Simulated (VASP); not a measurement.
# Co (Fm-3m) in VASP: further runs, part 3 of 3

VASP 6.6.1.

## Step 5: Single point, BLYP, collinear spin, ferromagnetic start (volume scaled by 0.88)

File INCAR:

```
PREC     = Accurate       # precision mode
ENCUT    = 520            # plane-wave cutoff, eV
EDIFF    = 1E-6           # SCF threshold, eV
ISMEAR   = -1             # smearing method
SIGMA    = 0.05           # smearing width, eV
LREAL    = F              # projectors in reciprocal space
LASPH    = T              # aspherical terms in the spheres
NELM     = 150            # most SCF steps
ALGO     = Normal         # electronic algorithm
ISIF     = 2              # what is computed and relaxed
LWAVE    = F              # write WAVECAR
LCHARG   = F              # write CHGCAR
ISPIN    = 2              # spin polarisation
MAGMOM   = 1.714          # initial moments
LORBIT   = 11             # projections on sites
LMAXMIX  = 4              # l up to which the mixer works
GGA      = B5             # functional
ALDAX    = 1.0          
AGGAX    = 1.0          
AGGAC    = 1.0          
ALDAC    = 0.0          
NBANDS   = 14             # bands
```

File KPOINTS:

```
regular mesh
0
Gamma
  17 17 17
```

File POSCAR:

```
Co
1.0
    0.0000000000      1.7122382704      1.7122382704
    1.7122382704      0.0000000000      1.7122382704
    1.7122382704      1.7122382704      0.0000000000
Co
1
Direct
    0.0000000000      0.0000000000      0.0000000000
```

Potentials or basis: VASP PAW PBE potentials, release 64 (Co).

Launch:

```console
$ cat potpaw_PBE.64/Co/POTCAR > POTCAR
$ mpirun -np 1 vasp_std > vasp.out
```

OUTCAR:

```text
PREC = Accurate
   ENCUT = 520
   EDIFF = 1E-6
   ISMEAR = -1
   LREAL = F
   LASPH = T
   NELM = 150
   ISIF = 2
   ISPIN = 2
   LORBIT = 11
   GGA = B5

 ion  position               nearest neighbor table
   1  0.000  0.000  0.000-

  LATTYP: Found a face centered cubic cell.
 ALAT       =     3.4244765408

  Lattice vectors:

 A1 = (   0.0000000000,   1.7122382704,   1.7122382704)
 A2 = (   1.7122382704,   0.0000000000,   1.7122382704)
 A3 = (   1.7122382704,   1.7122382704,   0.0000000000)

Analysis of symmetry for initial positions (statically):
[... 25 lines left out ...]
The dynamic configuration has the point symmetry O_h .

Analysis of structural, dynamic, and magnetic symmetry:
=====================================================================
 Subroutine PRICEL returns:
[... 7 lines left out ...]
 out of a pool of 48 trial point group operations.

The overall configuration has the point symmetry O_h .

 Subroutine INISYM returns: Found 48 space group operations
[... 5 lines left out ...]
                                     Primitive cell

  volume of cell :      10.0397

  direct lattice vectors                    reciprocal lattice vectors
     0.000000000  1.712238270  1.712238270    -0.292015433  0.292015433  0.292015433
     1.712238270  0.000000000  1.712238270     0.292015433 -0.292015433  0.292015433
     1.712238270  1.712238270  0.000000000     0.292015433  0.292015433 -0.292015433

  length of vectors
     2.421470584  2.421470584  2.421470584     0.505785567  0.505785567  0.505785567

  position of ions in fractional coordinates (direct lattice)
     0.000000000  0.000000000  0.000000000

  ion indices of the primitive-cell ions
   primitive index   ion index
                 1           1

----------------------------------------------------------------------------------------

 KPOINTS: regular mesh

Automatic generation of k-mesh.
 Grid dimensions read from file:
 generate k-points for:   17   17   17

 Generating k-lattice:

  Cartesian coordinates                     Fractional coordinates (reciprocal lattice)
    -0.017177378  0.017177378  0.017177378     0.058823529  0.000000000  0.000000000
     0.017177378 -0.017177378  0.017177378     0.000000000  0.058823529  0.000000000
     0.017177378  0.017177378 -0.017177378     0.000000000  0.000000000  0.058823529

  Length of vectors
     0.029752092  0.029752092  0.029752092

  Shift w.r.t. Gamma in fractional coordinates (k-lattice)
     0.000000000  0.000000000  0.000000000

 Subroutine IBZKPT returns following result:
 ===========================================

 Found    165 irreducible k-points:

 Following reciprocal coordinates:
            Coordinates               Weight
  0.000000  0.000000  0.000000      1.000000
  0.058824  0.000000  0.000000      8.000000
  0.117647  0.000000  0.000000      8.000000
  0.176471  0.000000  0.000000      8.000000
  0.235294  0.000000  0.000000      8.000000
  0.294118  0.000000  0.000000      8.000000
[... 16 lines left out ...]
 -0.176471  0.058824  0.000000     24.000000
 -0.117647  0.058824  0.000000     24.000000
 [... further k-points ...]
   k-points           NKPTS =    165   k-points in BZ     NKDIM =    165   number of bands    NBANDS=     14
   number of dos      NEDOS =    301   number of ions     NIONS =      1
   total plane-waves  NPLWV =   5832
   dimension x,y,z NGX =    18 NGY =   18 NGZ =   18
   dimension x,y,z NGXF=    36 NGYF=   36 NGZF=   36
   ions per type =               1
   NGX,Y,Z   is equivalent  to a cutoff of  12.36, 12.36, 12.36 a.u.
   NGXF,Y,Z  is equivalent  to a cutoff of  24.72, 24.72, 24.72 a.u.
 SYSTEM =  unknown system
   PREC   = accura    normal or accurate (medium, high low for compatibility)
   ISTART =      0    job   : 0-new  1-cont  2-samecut
   ICHARG =      2    charge: 1-file 2-atom 10-const
   ISPIN  =      2    spin polarized calculation?
   LNONCOLLINEAR =      F non collinear calculations
   LSORBIT =      F    spin-orbit coupling
   LASPH  =      T    aspherical Exc in radial PAW
   ENCUT  =  520.0 eV  38.22 Ry    6.18 a.u.   4.50  4.50  4.50*2*pi/ulx,y,z
   NELM   =    150;   NELMIN=  2; NELMDL= -5     # of ELM steps
   EDIFF  = 0.1E-05   stopping-criterion for ELM
   LREAL  =      F    real-space projection
   EDIFFG = 0.1E-04   stopping-criterion for IOM
   NSW    =      0    number of steps for IOM
   IBRION =     -1    ionic relax: 0-MD 1-quasi-New 2-CG
   NFREE  =      0    steps in history (QN), initial steepest desc. (CG)
   ISIF   =      2    stress and relaxation
   ISYM   =      2    0-nonsym 1-usesym 2-fastsym
   POTIM  = 0.5000    time-step for ionic-motion
   TEBEG  =    0.0;   TEEND  =   0.0 temperature during run
   PSTRESS=    0.0 pullay stress
   NELECT =       9.0000    total number of electrons
   NUPDOWN=      -1.0000    fix difference up-down
   EMIN   =  10.00;   EMAX   =-10.00  energy-range for DOS
   EFERMI =   0.00;   METHOD = LEGACY
   ISMEAR =    -1;   SIGMA  =   0.05  broadening in eV -4-tet -1-fermi 0-gaus
   EFERMI_NEDOS =   21; number of points for ismear=-14 and -15
   IALGO  =     38    algorithm
   IMIX   =      4    mixing-type and parameters
     AMIX     =   0.40;   BMIX     =  1.00
     AMIX_MAG =   1.60;   BMIX_MAG =  1.00
  volume/ion in A,a.u.               =      10.04        67.75
  Fermi-wavevector in a.u.,A,eV,Ry     =   1.578513  2.982957 33.901677  2.491703
  Thomas-Fermi vector in A             =   2.679032
   LORBIT       =     11    0 simple, 1 ext, 2 COOP (PROOUT), +10 PAW based schemes
   GGA     = B5    functional components
   LHFCALC =     F    Hartree Fock is set to
   AEXX    =    0.0000 exact exchange contribution
   IVDW    =     0    specifies the selected vdW correction
   LEPSILON=     F    determine dielectric tensor
   LRPA    =     F    only Hartree local field effects (RPA)
 spin polarized calculation
  energy-cutoff  :      520.00
  volume of cell :       10.04
 maximum number of plane-waves:       290
 NGX is ok and might be reduce to    18
   NGX =  9   NGY =  9   NGZ =  9

 number of electron       9.0000002 magnetization       1.5218007

 Free energy of the ion-electron system (eV)
  ---------------------------------------------------
  ext. energy  EPLUGINS =         0.00000000
  ---------------------------------------------------
  free energy    TOTEN  =        -5.93474064 eV

  energy without entropy =       -5.92563385  energy(sigma->0) =       -5.93018725

 E-fermi :  11.9514     XC(G=0): -13.2533

 val. band max:       11.9507823165   @ k =  -0.4706   0.2941   0.0588
 cond. band min:      11.9562979621   @ k =  -0.1765   0.0588   0.0000
 fundamental gap:      0.0055156456
 Fermi energy:        11.9513540362

 spin component 1

 k-point     1 :       0.0000    0.0000    0.0000
  band No.  band energies     occupation
      1       2.6777      1.00000
      2       9.1870      1.00000
      3       9.1870      1.00000
      4       9.1870      1.00000
      5      10.4255      1.00000
      6      10.4255      1.00000
      7      35.9589      0.00000
      8      40.7533      0.00000
      9      40.7533      0.00000
     10      40.7533      0.00000
     11      44.4304      0.00000
     12      44.4304      0.00000
     13      44.4304      0.00000
     14      46.4301      0.00000
[... 377 lines left out ...]
      1       3.5791      1.00000
      2       8.9256      1.00000
      3       9.3917      1.00000
      4       9.3967      1.00000
      5      10.2458      1.00000
      6      10.4886      1.00000
      7      33.4355      0.00000
      8      36.0079      0.00000
      9      39.3075      0.00000
     10      41.5349      0.00000
     11      43.6406      0.00000
     12      44.8704      0.00000
     13      47.2240      0.00000
     14      48.1496      0.00000

 [... further k-points ...]

 spin component 2

 k-point     1 :       0.0000    0.0000    0.0000
  band No.  band energies     occupation
      1       2.7365      1.00000
      2      10.6278      1.00000
      3      10.6278      1.00000
      4      10.6278      1.00000
      5      12.2014      0.00669
      6      12.2014      0.00669
      7      35.7370      0.00000
      8      40.9192      0.00000
      9      40.9192      0.00000
     10      40.9192      0.00000
     11      44.7851      0.00000
     12      44.7852      0.00000
     13      44.7852      0.00000
     14      46.6663      0.00000
[... 377 lines left out ...]
      1       3.6453      1.00000
      2      10.3054      1.00000
      3      10.8533      1.00000
      4      10.8569      1.00000
      5      11.9888      0.32090
      6      12.2506      0.00251
      7      33.6429      0.00000
      8      36.1201      0.00000
      9      39.4353      0.00000
     10      41.7494      0.00000
     11      43.7071      0.00000
     12      45.1578      0.00000
     13      48.2301      0.00000
     14      49.3663      0.00000

 [... further k-points ...]
[... 5 lines left out ...]
  --------------------------------------------------------------------------------------
  -------------------------------------------------------------------------------------
  Total        1.9269254      1.9269254      1.9269254      0.0000000      0.0000000     -0.0000000
  in kB      307.5054997    307.5054997    307.5054997      0.0000000      0.0000000     -0.0000000
  external PRESSURE =     307.5054997 kB  Pullay stress =       0.0000000 kB

 VOLUME and BASIS-vectors are now :
 -----------------------------------------------------------------------------
  energy-cutoff  :      520.00
  volume of cell :       10.04
      direct lattice vectors                 reciprocal lattice vectors
     0.000000000  1.712238270  1.712238270    -0.292015433  0.292015433  0.292015433
     1.712238270  0.000000000  1.712238270     0.292015433 -0.292015433  0.292015433
     1.712238270  1.712238270  0.000000000     0.292015433  0.292015433 -0.292015433

 POSITION                                       TOTAL-FORCE (eV/Angst)
 -----------------------------------------------------------------------------------
      0.00000      0.00000      0.00000         0.000000      0.000000      0.000000
 -----------------------------------------------------------------------------------
    total drift:                                0.000000     -0.000000     -0.000000

  FREE ENERGIE OF THE ION-ELECTRON SYSTEM (eV)
  ---------------------------------------------------
  free  energy   TOTEN  =        -5.9347406418 eV

  energy  without entropy=       -5.9256338543  energy(sigma->0) =       -5.93018725

 total charge

# of ion       s       p       d       tot
------------------------------------------
    1        0.518   0.572   7.369   8.459

 magnetization (x)

# of ion       s       p       d       tot
------------------------------------------
    1       -0.014  -0.046   1.583   1.523
```

Wall time 80 s (1 thread of Intel Xeon 8259CL, shared host); peak memory 0.15 GiB.

What came out:

```
Free energy                                           : -5.9347 eV
Pressure                                              : 30.8 GPa
Net moment                                            : 1.52 μB per cell
Site moments                                          : Co +1.52 μB
Valence electrons inside the program's atomic spheres : Co 8.46
```

Levels at points of the mesh, in eV from the Fermi level:
Spin up:
```
           k point  band 2  band 3  band 4  band 5  band 6  band 7  band 8  band 9
(0.00, 0.00, 0.00)   -2.76   -2.76   -2.76   -1.53   -1.53   24.01   28.80   28.80
```
Spin down:
```csv
k point,band 1,band 2,band 3,band 4,band 5,band 6,band 7,band 8,band 9
"(0.00, 0.00, 0.00)",-9.21,-1.32,-1.32,-1.32,0.25,0.25,23.79,28.97,28.97
```

Caveat: the PAW data sets were made with another functional, which shifts forces and pressure a little.

## Step 6: The runs side by side

```csv
task,spin,cell,k mesh,cutoff (eV),smearing,gap on the mesh (eV),pressure (GPa),moment (μB)
relaxation of cell and atoms,off,"relaxed from a = 2.502 Å, angles 60.0°, 1 atom",15 × 15 × 15,600,fermi-dirac 0.1 eV,none,0.0,-
single point,off,"a = 2.481 Å, angles 60.0°, 1 atom",25 × 25 × 25,520,fermi-dirac 0.1 eV,none,-0.1,-
single point,"collinear, ferromagnetic start","a = 2.527 Å, angles 60.0°, 1 atom",15 × 15 × 15,520,fermi-dirac 0.05 eV,none,-0.2,1.64
single point,"collinear, ferromagnetic start","a = 2.421 Å, angles 60.0°, 1 atom",17 × 17 × 17,520,fermi-dirac 0.05 eV,none,30.8,1.52
```

Alike in all rows: level BLYP; potentials or basis VASP PAW PBE potentials, release 64 (Co).

Caveats: the PAW data sets were made with another functional, which shifts forces and pressure a little.

Total energies depend on the potentials used, so only differences within one code and one set of settings carry meaning.
